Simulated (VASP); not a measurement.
# Se in VASP: a series of runs

Aim: see how the results for Se move with the level of theory and the settings. Levels: r2SCAN0, rSCAN. Tasks: single point, relaxation of the atoms.

All numbers are computed with VASP 6.6.1; they aren't measurements. Logs are shortened: lines on timing, memory, paths and dates and some standing lists are left out, and cuts for length are marked.

### 1 The cell of the first run

It takes space group P3_121 (No. 152, trigonal). Conventional cell: a = 4.698 Å, b = 4.698 Å, c = 4.881 Å, α = 90.00°, β = 90.00°, γ = 120.00°. Within 3.1 Å of Se (site symmetry 2) lie 2 Se at 2.34 Å.

### 2 Single point, r2SCAN0

POSCAR reads:

```
Se
1.0
    4.6981872925      0.0000000000      0.0000000000
   -2.3490936463      4.0687495470      0.0000000000
    0.0000000000      0.0000000000      4.8813266962
Se
3
Direct
    0.7940112270      0.7940112270      0.0000000000
    0.0000000000      0.2059887730      0.6666666667
    0.2059887730      0.0000000000      0.3333333333
```

INCAR.step1 reads:

```
PREC = Accurate ; ENCUT = 520
EDIFF = 1E-5 ; ISMEAR = -1
SIGMA = 0.05 ; LREAL = False
LASPH = True ; NELM = 60
ALGO = Normal ; ISIF = 2
LWAVE = True ; LCHARG = False
GGA = PE ; NBANDS = 16
```

INCAR.step2 reads:

```
PREC = Accurate ; ENCUT = 520
EDIFF = 1E-7 ; ISMEAR = -1
SIGMA = 0.05 ; LREAL = False
LASPH = True ; NELM = 60
ALGO = Normal ; ISIF = 2
LWAVE = False ; LCHARG = False
METAGGA = R2SCAN ; LHFCALC = True
AEXX = 0.25 ; LMIXTAU = True
PRECFOCK = Normal ; ISTART = 1
NBANDS = 16
```

KPOINTS reads:

```
regular mesh
0
Gamma
  4 4 3
```

Potentials or basis: VASP PAW PBE potentials, release 64 (Se).

The run is started by

```bash
$ cat potpaw_PBE.64/Se/POTCAR > POTCAR
$ cp INCAR.step1 INCAR
$ mpirun -np 1 vasp_std > vasp.out
$ cp INCAR.step2 INCAR
$ mpirun -np 1 vasp_std > vasp.out
```

OUTCAR:

```text
PREC = Accurate
   ENCUT = 520
   EDIFF = 1E-7
   ISMEAR = -1
   LREAL = False
   LASPH = True
   NELM = 60
   ISIF = 2
   METAGGA = R2SCAN
   LHFCALC = True
   AEXX = 0.25
   PRECFOCK = Normal
   ISTART = 1

 ion  position               nearest neighbor table
   1  0.794  0.794  0.000-   2 2.34   3 2.34
   2  0.000  0.206  0.667-   1 2.34   3 2.34
   3  0.206  0.000  0.333-   1 2.34   2 2.34

  LATTYP: Found a hexagonal cell.
 ALAT       =     4.6981872925
 C/A-ratio  =     1.0389808648

  Lattice vectors:

 A1 = (   4.6981872925,   0.0000000000,   0.0000000000)
 A2 = (  -2.3490936463,   4.0687495470,   0.0000000000)
 A3 = (   0.0000000000,   0.0000000000,   4.8813266962)

Analysis of symmetry for initial positions (statically):
=====================================================================
 Subroutine PRICEL returns:
 Original cell was already a primitive cell.

 Routine SETGRP: Setting up the symmetry group for a
 hexagonal supercell.

 Subroutine GETGRP returns: Found  6 space group operations
 (whereof  2 operations were pure point group operations)
 out of a pool of 24 trial point group operations.

The static configuration has the point symmetry C_2 .
 The point group associated with its full space group is D_3 .

Analysis of symmetry for dynamics (positions and initial velocities):
=====================================================================
 Subroutine PRICEL returns:
 Original cell was already a primitive cell.

 Routine SETGRP: Setting up the symmetry group for a
 hexagonal supercell.

 Subroutine GETGRP returns: Found  6 space group operations
 (whereof  2 operations were pure point group operations)
 out of a pool of 24 trial point group operations.

The dynamic configuration has the point symmetry C_2 .
 The point group associated with its full space group is D_3 .

 Subroutine INISYM returns: Found  6 space group operations
 (whereof  2 operations are pure point group operations),
 and found     1 'primitive' translations

----------------------------------------------------------------------------------------

                                     Primitive cell
[... 79 lines left out ...]
   EDIFFG = 0.1E-05   stopping-criterion for IOM
   NSW    =      0    number of steps for IOM
   IBRION =     -1    ionic relax: 0-MD 1-quasi-New 2-CG
   NFREE  =      0    steps in history (QN), initial steepest desc. (CG)
   ISIF   =      2    stress and relaxation
   ISYM   =      3    0-nonsym 1-usesym 2-fastsym
   POTIM  = 0.5000    time-step for ionic-motion
   TEBEG  =    0.0;   TEEND  =   0.0 temperature during run
   PSTRESS=    0.0 pullay stress
   NELECT =      18.0000    total number of electrons
   NUPDOWN=      -1.0000    fix difference up-down
   EMIN   =  10.00;   EMAX   =-10.00  energy-range for DOS
   EFERMI =   0.00;   METHOD = LEGACY
   ISMEAR =    -1;   SIGMA  =   0.05  broadening in eV -4-tet -1-fermi 0-gaus
   EFERMI_NEDOS =   21; number of points for ismear=-14 and -15
   IALGO  =     38    algorithm
   IMIX   =      1    mixing-type and parameters
     AMIX     =   0.40;   BMIX     =  1.00
     AMIX_MAG =   1.60;   BMIX_MAG =  1.00
  volume/ion in A,a.u.               =      31.10       209.90
  Fermi-wavevector in a.u.,A,eV,Ry     =   0.945923  1.787536 12.174098  0.894771
  Thomas-Fermi vector in A             =   2.073872
   LORBIT       =      0    0 simple, 1 ext, 2 COOP (PROOUT), +10 PAW based schemes
   METAGGA = R2SCAN    functional components
   LHFCALC =     T    Hartree Fock is set to
   PRECFOCK=normal    Normal, Fast or Accurate (Low or Medium for compatibility)
   ENCUT4O =  -1.0   cutoff for four orbital integrals eV
   NKREDX  =     1    reduce k-point grid by
   NKREDY  =     1    reduce k-point grid by
   NKREDZ  =     1    reduce k-point grid by
   AEXX    =    0.2500 exact exchange contribution
   HFSCREEN=    0.0000 screening length (either q_TF or 0.3 A-1)
   HFSCREENC=   0.0000 screening length for correlation (either q_TF or 0.3 A-1)
   ENCUTFOCK=  -1.0 apply spherical cutoff to Coloumb kernel
   IVDW    =     0    specifies the selected vdW correction
   LEPSILON=     F    determine dielectric tensor
   LRPA    =     F    only Hartree local field effects (RPA)
 non-spin polarized calculation
  energy-cutoff  :      520.00
  volume of cell :       93.31
 maximum number of plane-waves:      2520
 NGX is ok and might be reduce to    36
  NGX = 28; NGY = 28; NGZ = 28

 number of electron      18.0000000 magnetization

 Free energy of the ion-electron system (eV)
  ---------------------------------------------------
  ext. energy  EPLUGINS =         0.00000000
  ---------------------------------------------------
  free energy    TOTEN  =       -39.64732217 eV

  energy without entropy =      -39.64732217  energy(sigma->0) =      -39.64732217

 E-fermi :   1.2912     XC(G=0):  -6.7373

 val. band max:        0.1299166668   @ k =   0.5000  -0.0000   0.3333
 cond. band min:       3.8527762873   @ k =   0.0000   0.0000   0.3333
 fundamental gap:      3.7228596205
 Fermi energy:         1.2912390010

 k-point     1 :       0.0000    0.0000    0.0000
  band No.  band energies     occupation
      1     -17.1600      2.00000
      2     -12.4544      2.00000
      3     -12.4544      2.00000
      4      -3.9203      2.00000
      5      -3.9203      2.00000
      6      -3.4133      2.00000
[... 148 lines left out ...]
      3     -10.9783      2.00000
      4      -5.3627      2.00000
      5      -4.8462      2.00000
      6      -3.6946      2.00000
[... 8 lines left out ...]
     15      10.3761      0.00000
     16      11.0834      0.00000

------------------------ aborting loop because EDIFF is reached ----------------------------------------

  FORCE on cell =-STRESS in cart. coord.  units (eV):
  Direction    XX          YY          ZZ          XY          YZ          ZX
  --------------------------------------------------------------------------------------
  -------------------------------------------------------------------------------------
  Total       -0.1331413     -0.1331413     -0.2351837      0.0000000      0.0000000      0.0000000
  in kB       -2.2860946     -2.2860946     -4.0382071      0.0000000      0.0000000      0.0000000
  external PRESSURE =      -2.8701321 kB  Pullay stress =       0.0000000 kB

 VOLUME and BASIS-vectors are now :
 -----------------------------------------------------------------------------
  energy-cutoff  :      520.00
  volume of cell :       93.31
      direct lattice vectors                 reciprocal lattice vectors
     4.698187293  0.000000000  0.000000000     0.212848049  0.122887879  0.000000000
    -2.349093646  4.068749547  0.000000000     0.000000000  0.245775757  0.000000000
     0.000000000  0.000000000  4.881326696     0.000000000  0.000000000  0.204862338

 POSITION                                       TOTAL-FORCE (eV/Angst)
 -----------------------------------------------------------------------------------
      1.86521      3.23063      0.00000         0.025897      0.044856     -0.000000
     -0.48389      0.83812      3.25422         0.025897     -0.044856      0.000000
      0.96777      0.00000      1.62711        -0.051795     -0.000000     -0.000000
 -----------------------------------------------------------------------------------
    total drift:                                0.000000      0.000000      0.000000

  FREE ENERGIE OF THE ION-ELECTRON SYSTEM (eV)
  ---------------------------------------------------
  free  energy   TOTEN  =       -39.6473221728 eV

  energy  without entropy=      -39.6473221727  energy(sigma->0) =      -39.64732217
```

OUTCAR.step1:

```text
PREC = Accurate
   ENCUT = 520
   EDIFF = 1E-5
   ISMEAR = -1
   LREAL = False
   LASPH = True
[... 380 lines left out ...]
      1.86521      3.23063      0.00000        -0.350993     -0.607938     -0.000000
     -0.48389      0.83812      3.25422        -0.350993      0.607938      0.000000
      0.96777      0.00000      1.62711         0.701986     -0.000000      0.000000
 -----------------------------------------------------------------------------------
    total drift:                               -0.000000     -0.000000      0.000000

  FREE ENERGIE OF THE ION-ELECTRON SYSTEM (eV)
  ---------------------------------------------------
  free  energy   TOTEN  =       -10.4639112519 eV

  energy  without entropy=      -10.4639112502  energy(sigma->0) =      -10.46391125
```

OSZICAR.step1:

```text
N       E                     dE             d eps       ncg     rms          rms(c)
DAV:   1     0.841843747618E+02    0.84184E+02   -0.70242E+03   288   0.918E+02
DAV:   2    -0.464139353662E+01   -0.88826E+02   -0.85326E+02   368   0.154E+02
DAV:   3    -0.105136902598E+02   -0.58723E+01   -0.58424E+01   352   0.448E+01
DAV:   4    -0.105601800999E+02   -0.46490E-01   -0.46480E-01   384   0.477E+00
DAV:   5    -0.105605401958E+02   -0.36010E-03   -0.36009E-03   368   0.413E-01    0.707E+00
DAV:   6    -0.104902656910E+02    0.70275E-01   -0.38341E-02   336   0.117E+00    0.436E+00
DAV:   7    -0.104639876761E+02    0.26278E-01   -0.79036E-02   328   0.166E+00    0.211E-01
DAV:   8    -0.104636915671E+02    0.29611E-03   -0.72307E-03   376   0.514E-01    0.954E-02
DAV:   9    -0.104638369104E+02   -0.14534E-03   -0.27693E-04   392   0.104E-01    0.319E-02
DAV:  10    -0.104639057956E+02   -0.68885E-04   -0.57801E-05   344   0.496E-02    0.761E-03
DAV:  11    -0.104639112519E+02   -0.54563E-05   -0.75927E-06   312   0.170E-02
   1 F= -.10463911E+02 E0= -.10463911E+02  d E =-.167521E-08
```

It took 11 min on 1 thread of Intel Xeon Platinum 8259CL at 2.50GHz (Skylake/Cascade Lake), shared host; peak memory 0.23 GiB.

Results:

| Quantity | Value |
| --- | --- |
| Free energy | -39.6473 eV |
| Pressure | -0.3 GPa |
| Largest force | 0.052 eV/Å |
| Band gap on the k mesh | 3.72 eV (least direct gap 3.94 eV) |

Forces in eV/Å, atoms in the order of the input:
```
Se   0.026  0.045  0.000
Se   0.026 -0.045  0.000
Se  -0.052  0.000  0.000
```

Caveat: the k points lie up to 0.43 Å⁻¹ apart; the PAW data sets were made with another functional, which shifts forces and pressure a little; an odd mesh through Γ misses points on the zone boundary, where band edges can lie.

### 3 Relaxation of the atoms, rSCAN (atoms moved at random)

INCAR reads:

```
SYSTEM = Se
ALGO     = Normal         ! electronic algorithm
EDIFF    = 1E-6           ! SCF threshold, eV
EDIFFG   = -0.01          ! ionic threshold
EFERMI   = MIDGAP       
ENCUT    = 270            ! plane-wave cutoff, eV
GGA_COMPAT= .FALSE.      
IBRION   = 2              ! ionic algorithm
ISIF     = 2              ! what is computed and relaxed
ISMEAR   = 0              ! smearing method
KPAR     = 4            
LASPH    = .TRUE.         ! aspherical terms in the spheres
LCHARG   = .FALSE.        ! write CHGCAR
LMIXTAU  = .TRUE.       
LREAL    = .FALSE.        ! projectors in reciprocal space
LWAVE    = .FALSE.        ! write WAVECAR
METAGGA  = RSCAN          ! meta-GGA
NELM     = 120            ! most SCF steps
NELMIN   = 4            
NSW      = 120            ! ionic steps
PREC     = Accurate       ! precision mode
SIGMA    = 0.03           ! smearing width, eV
```

KPOINTS reads:

```
Automatic mesh
0
Gamma
  4 4 3
  0 0 0
```

POSCAR reads:

```
Se
1.0
    4.3662000000      0.0000000000      0.0000000000
   -2.1831000000      3.7812401180      0.0000000000
    0.0000000000      0.0000000000      4.9536000000
Se
3
Direct
    0.7475690000      0.7477340000     -0.0064050000
    0.0079800000      0.2465540000      0.6646900000
    0.2205800000     -0.0014050000      0.3385650000
```

Potentials or basis: VASP PAW PBE potentials, release 64 (Se).

The run is started by

```bash
$ cat potpaw_PBE.64/Se/POTCAR > POTCAR
$ mpirun -np 4 vasp_std > vasp.out
```

OUTCAR:

```text
SYSTEM = Se
   EDIFF = 1E-6
   EDIFFG = -0.01
   EFERMI = MIDGAP
   ENCUT = 270
   IBRION = 2
   ISIF = 2
   ISMEAR = 0
   LASPH = .TRUE.
   LREAL = .FALSE.
   METAGGA = RSCAN
   NELM = 120
   NELMIN = 4
   NSW = 120
   PREC = Accurate

 Found     26 irreducible k-points:

 Following reciprocal coordinates:
            Coordinates               Weight
  0.000000  0.000000  0.000000      1.000000
  0.250000  0.000000  0.000000      2.000000
  0.000000  0.250000  0.000000      2.000000
 -0.250000  0.250000  0.000000      2.000000
  0.500000  0.000000  0.000000      1.000000
  0.000000  0.500000  0.000000      1.000000
   k-points           NKPTS =     26   k-points in BZ     NKDIM =     26   number of bands    NBANDS=     13
   number of dos      NEDOS =    301   number of ions     NIONS =      3
   total plane-waves  NPLWV =  16128
   dimension x,y,z NGX =    24 NGY =   24 NGZ =   28
   dimension x,y,z NGXF=    48 NGYF=   48 NGZF=   56
   ions per type =               3
   NGX,Y,Z   is equivalent  to a cutoff of   9.14,  9.14,  9.40 a.u.
   NGXF,Y,Z  is equivalent  to a cutoff of  18.28, 18.28, 18.79 a.u.
 SYSTEM =  Se
   PREC   = accura    normal or accurate (medium, high low for compatibility)
   ISTART =      0    job   : 0-new  1-cont  2-samecut
   ICHARG =      2    charge: 1-file 2-atom 10-const
   ISPIN  =      1    spin polarized calculation?
   LNONCOLLINEAR =      F non collinear calculations
   LSORBIT =      F    spin-orbit coupling
   LASPH  =      T    aspherical Exc in radial PAW
[... 247 lines left out ...]
  ---------------------------------------------------
  ext. energy  EPLUGINS =         0.00000000
  ---------------------------------------------------
  free energy    TOTEN  =       -72.04430756 eV

  energy without entropy =      -72.04430756  energy(sigma->0) =      -72.04430756

 E-fermi :   2.9517     XC(G=0):  -9.3316

 val. band max:        2.0417039795   @ k =   0.2500   0.5000   0.3333
 cond. band min:       3.8617183685   @ k =   0.0000   0.0000   0.3333
 fundamental gap:      1.8200143891
 Fermi energy:         2.9517111740

 k-point     1 :       0.0000    0.0000    0.0000
  band No.  band energies     occupation
      1     -14.0978      2.00000
      2      -9.7694      2.00000
      3      -9.7673      2.00000
      4      -1.5997      2.00000
      5      -1.5975      2.00000
      6      -1.5146      2.00000
      7       0.2343      2.00000
      8       0.2357      2.00000
      9       1.9031      2.00000
     10       4.4582      0.00000
     11       4.4591      0.00000
     12       4.7220      0.00000
     13       9.1350      0.00000
[... 66 lines left out ...]
  band No.  band energies     occupation
      1     -13.5953      2.00000
      2     -10.2939      2.00000
      3      -9.7253      2.00000
      4      -2.9511      2.00000
      5      -2.5116      2.00000
      6      -1.2002      2.00000
      7      -0.6055      2.00000
      8       0.5298      2.00000
      9       1.3126      2.00000
     10       4.5144      0.00000
     11       4.9010      0.00000
     12       6.7177      0.00000
     13       8.0102      0.00000

 [... further k-points ...]

------------------------ aborting loop because EDIFF is reached ----------------------------------------

  FORCE on cell =-STRESS in cart. coord.  units (eV):
  Direction    XX          YY          ZZ          XY          YZ          ZX
  --------------------------------------------------------------------------------------
  -------------------------------------------------------------------------------------
  Total        0.4134965      0.4199652      0.7781757      0.0018806     -0.0037099      0.0026898
  in kB        8.1007192      8.2274475     15.2450704      0.0368433     -0.0726802      0.0526947
  external PRESSURE =      10.5244124 kB  Pullay stress =       0.0000000 kB
[... 18 lines left out ...]
  FREE ENERGIE OF THE ION-ELECTRON SYSTEM (eV)
  ---------------------------------------------------
  free  energy   TOTEN  =       -72.0443075624 eV

  energy  without entropy=      -72.0443075624  energy(sigma->0) =      -72.04430756

 reached required accuracy - stopping structural energy minimisation
```

Wall time 73 s (4 MPI ranks of Intel Xeon 6975P-C (Granite Rapids), shared host); peak memory 0.12 GiB.

What came out:

```
Free energy                  : -72.0443 eV
Energy gained by relaxing    : 32.6 meV/atom
Ionic steps                  : 12
Pressure after relaxing      : 1.1 GPa
Largest force after relaxing : 0.004 eV/Å
Band gap on the k mesh       : 1.82 eV (least direct gap 2.21 eV)
```

Forces on the atoms (eV/Å):
```
Se   0.001 -0.004  0.000
Se   0.001  0.002 -0.001
Se  -0.002  0.003  0.001
```

Stress tensor (GPa, compression positive):
```
 0.81  0.00  0.01
 0.00  0.82 -0.01
 0.01 -0.01  1.52
```

The path:
```csv
step,energy change (eV),largest force (eV/Å),pressure (GPa)
1,0.0000,0.9995,-1.61
2,-0.0733,0.5205,-0.08
3,-0.0923,0.2078,1.30
4,-0.0956,0.1112,1.17
5,-0.0971,0.0892,1.02
6,-0.0976,0.0171,1.03
7,-0.0976,0.0146,1.03
8,-0.0976,0.0156,1.03
9,-0.0977,0.0106,1.05
10,-0.0977,0.0157,1.09
11,-0.0977,0.0130,1.08
12,-0.0977,0.0044,1.05
```

Final structure:
```xyz
3
Lattice="4.3662 0.0000 0.0000 -2.1831 3.7812 0.0000 0.0000 0.0000 4.9536" Properties=species:S:1:pos:R:3 pbc="T T T"
Se    1.6592    2.9173    4.9485
Se    3.8427    0.8465    3.2972
Se   -1.2244    3.7717    1.6460
```

Levels at points of the mesh, in eV from the valence-band top:
| k point | band 7 | band 8 | band 9 | band 10 | band 11 | band 12 |
| --- | --- | --- | --- | --- | --- | --- |
| (0.00, 0.00, 0.00) | -1.81 | -1.81 | -0.14 | 2.42 | 2.42 | 2.68 |
| (0.50, 0.00, 0.00) | -2.65 | -1.51 | -0.73 | 2.47 | 2.86 | 4.67 |
| (0.00, 0.50, 0.00) | -2.65 | -1.51 | -0.73 | 2.47 | 2.86 | 4.68 |
| (0.50, 0.50, 0.00) | -2.65 | -1.51 | -0.73 | 2.47 | 2.86 | 4.67 |

Caveat: the k points lie up to 0.42 Å⁻¹ apart; the cell differs from its parent crystal (atoms moved at random); the PAW data sets were made with another functional, which shifts forces and pressure a little; an odd mesh through Γ misses points on the zone boundary, where band edges can lie.
